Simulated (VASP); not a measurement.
NaCl: single point with PBEsol

Crystal: NaCl.

```xyz
2
Lattice="3.4472 0.0000 0.0000 0.0000 3.4472 0.0000 0.0000 0.0000 3.4472" Properties=species:S:1:pos:R:3 pbc="T T T"
Na    0.0000    0.0000    0.0000
Cl    1.7236    1.7236    1.7236
```

| Item | Value |
| --- | --- |
| Program | VASP 6.6.1 |
| Task | single point |
| Functional | PBEsol |
| Potentials or basis | VASP PAW PBE potentials, release 64 (Na_pv, Cl) |
| Cutoff | 520 eV |
| k mesh | 6 × 6 × 6 |
| Occupations | gaussian, width 0.01 eV |
| Spin | no spin polarisation |
| Dipole correction | no |
| Further INCAR settings | ALGO = Normal; EDIFF = 1e-06; NBANDS = 14 |

The pressure is 0.0 GPa and the band gap on the k mesh is 3.99 eV, indirect (least direct gap 4.53 eV).

Levels at points of the mesh, in eV from the valence-band top:
```
           k point  band 3  band 4  band 5  band 6  band 7  band 8  band 9  band 10  band 11  band 12
(0.00, 0.00, 0.00)  -21.84  -13.54   -0.54   -0.54   -0.54    3.99    8.35     8.35    16.03    16.04
(0.50, 0.00, 0.00)  -21.84  -13.13   -3.22   -0.29   -0.29    6.89    8.81    10.36    11.88    11.88
(0.50, 0.50, 0.00)  -21.83  -12.83   -2.48   -2.48    0.00    5.41    9.83    11.18    11.18    12.60
(0.50, 0.50, 0.50)  -21.87  -12.51   -2.03   -2.03   -2.03    6.96    6.96     6.96    12.03    16.18
```

Run time: 9.5 s on 1 thread of AMD EPYC 7R13 (shared host), peak memory 0.15 GiB.

Caveat: the PAW data sets were made with another functional, which shifts forces and pressure a little. A k mesh can miss the band edges.
